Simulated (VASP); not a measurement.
**H3W12C13: single point with PBE**

The system is H3W12C13, a slab with vacuum.

```xyz
28
Lattice="5.8108 0.0000 0.0000 -2.9054 5.0323 0.0000 0.0000 0.0000 19.1004" Properties=species:S:1:pos:R:3 pbc="T T T"
W     0.0000    0.0000    1.0000
W    -0.0032   -0.0012    3.8617
W     0.0070   -0.0110    6.7922
W    -1.4527    2.5162    1.0000
W    -1.4621    2.5143    3.8497
W    -1.4829    2.5099    6.7207
W     2.9054    0.0000    1.0000
W     2.9010    0.0060    3.8497
W     2.8795    0.0110    6.7250
W     1.4527    2.5162    1.0000
W     1.4478    2.5167    3.8370
W     1.3757    2.5566    6.6569
C     1.4527    0.8387    2.4201
C     1.4285    0.8383    5.2302
C     1.5807    1.0076    8.0300
C     0.0000    3.3549    2.4201
C    -0.0275    3.3651    5.1923
C    -0.0677    3.3787    7.9113
C     4.3581    0.8387    2.4201
C     4.3737    0.8209    5.2753
C     4.3598    0.8428    7.9847
C     2.9054    3.3549    2.4201
C     2.8892    3.3693    5.2323
C     2.8153    3.1510    8.0396
C     1.9556    2.2218    8.7450
H     4.1283    0.8417    9.0497
H     1.4679    2.4853    9.6904
H    -0.2156    3.4668    8.9879
```

```yaml
Program: VASP 6.6.1
Task: single point
Functional: PBE
Potentials_or_basis: VASP PAW PBE potentials, release 64 (W_sv, C, H)
Cutoff: 520 eV
k_mesh: 3 × 3 × 1
Occupations: gaussian, width 0.05 eV
Spin: no spin polarisation
```

```json
{
  "Largest force": "0.974 eV/Å",
  "Band gap on the k mesh": "zero (an odd number of electrons rules out a gap without spin polarisation)"
}
```

Forces on the atoms (eV/Å):
```
W   -0.036  0.021  0.945
W   -0.001  0.000 -0.007
W    0.020 -0.012  0.008
W   -0.033 -0.036  0.896
W    0.000 -0.002 -0.006
W   -0.009 -0.001 -0.010
W    0.021  0.034  0.896
W    0.001  0.002 -0.006
W   -0.005  0.006 -0.020
W   -0.039  0.017  0.752
W    0.003 -0.001 -0.009
W   -0.005  0.008 -0.046
C   -0.043 -0.081 -0.970
C    0.005 -0.003  0.006
C   -0.015 -0.069  0.037
C   -0.086  0.040 -0.876
C   -0.006  0.001  0.014
C    0.002 -0.005  0.076
C   -0.025 -0.008 -0.955
C    0.006 -0.009 -0.004
C    0.003 -0.008  0.058
C    0.042  0.048 -0.966
C    0.001  0.000 -0.005
C    0.057  0.055  0.022
C   -0.038 -0.031  0.065
H    0.138  0.024  0.085
H    0.024 -0.003  0.001
H    0.016  0.012  0.018
```

Levels at points of the mesh, in eV from the Fermi level:
```tsv
k point	band 109	band 110	band 111	band 112	band 113	band 114	band 115	band 116
(0.00, 0.00, 0.00)	0.04	0.13	0.62	0.64	0.65	0.80	1.10	1.18
```

Run time: 18 min on 1 thread of Intel(R) Xeon(R) Platinum 8488C (Sapphire Rapids), with other jobs on the host, peak memory 0.8 GiB.

Caveat: the k points lie up to 0.42 Å⁻¹ apart, too coarse for converged energies and pressures of a metal; spin-orbit coupling is left out, which moves the levels of the heavy elements.
